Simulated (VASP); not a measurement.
Here is a VASP 6.6.1 calculation.

INCAR

```
SYSTEM = KCl
PREC = Accurate ; ENCUT = 520
EDIFF = 1E-7 ; ISMEAR = 0
SIGMA = 0.05 ; LREAL = .False.
LASPH = .True. ; NELM = 80
ALGO = Normal ; ISIF = 2
LWAVE = .False. ; LCHARG = .False.
GGA = PE ; NBANDS = 24
```

File KPOINTS:

```
Automatic mesh
0
Gamma
  6 6 6
  0 0 0
```

POSCAR

```
KCl
1.0
    0.0000000000     -3.1897839381     -3.1897839381
   -3.1897839381      0.0000000000     -3.1897839381
    3.1897839381      3.1897839381     -6.3795678762
K Cl
2 2
Direct
   -0.0764043977      0.1153460644     -0.0058768231
    0.6116653361      0.3729002895      0.4941231769
    0.7305551093      0.7564816302      0.7564816302
    0.2305551093      0.2564816302      0.2564816302
```

Potentials or basis: VASP PAW PBE potentials, release 64 (K_sv, Cl).

The run is started by

```bash
$ cat potpaw_PBE.64/K_sv/POTCAR potpaw_PBE.64/Cl/POTCAR > POTCAR
$ mpirun -np 1 vasp_std > vasp.out
```

(1) Estimate the largest force.

(2) Estimate the pressure.

(3) Predict the band gap on the k mesh.

Answers

(1) 0.917 eV/Å.

(2) 1.8 GPa.

(3) 5.04 eV.

Caveat: the cell differs from its parent crystal (atoms displaced along several vibrational modes).
